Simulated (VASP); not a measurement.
Input of a VASP 6.6.1 run:

File INCAR:

```
ALGO = Normal ; EDIFF = 1E-8
ENCUT = 520 ; GGA = PE
ISIF = 2 ; ISMEAR = -1
LASPH = True ; LCHARG = False
LEFG = True ; LREAL = False
LWAVE = False ; NBANDS = 32
NELM = 80 ; PREC = Accurate
SIGMA = 0.03
```

KPOINTS

```
k-points
0
Gamma
  8 8 8
```

The input POSCAR:

```
NbCd3
1.0
    4.2150000000      0.0000000000      0.0000000000
    0.0000000000      4.2150000000      0.0000000000
    0.0000000000      0.0000000000      4.2150000000
Nb Cd
1 3
Direct
    0.0000000000      0.0000000000      0.0000000000
    0.0000000000      0.5000000000      0.5000000000
    0.5000000000      0.0000000000      0.5000000000
    0.5000000000      0.5000000000      0.0000000000
```

Potentials or basis: VASP PAW PBE potentials, release 64 (Nb_sv, Cd).

Launch:

```console
$ cat potpaw_PBE.64/Nb_sv/POTCAR potpaw_PBE.64/Cd/POTCAR > POTCAR
$ mpirun -np 1 vasp_std > vasp.out
```

Task: Predict the pressure.

Result: 7.7 GPa.

Task: Predict the band gap on the k mesh.

Result: Zero (an odd number of electrons rules out a gap without spin polarisation).

Electric field gradients, principal values (V/Å²):
```csv
atom,least,middle,greatest (by size)
1 Nb,0.000,0.000,0.000
2 Cd,-56.142,-56.142,112.284
3 Cd,-56.142,-56.142,112.284
4 Cd,-56.142,-56.142,112.284
```

Caveat: the cell stands under pressure; without QUAD_EFG the Cq values of the log hold for a quadrupole moment of 1 mb, not for the nuclei.
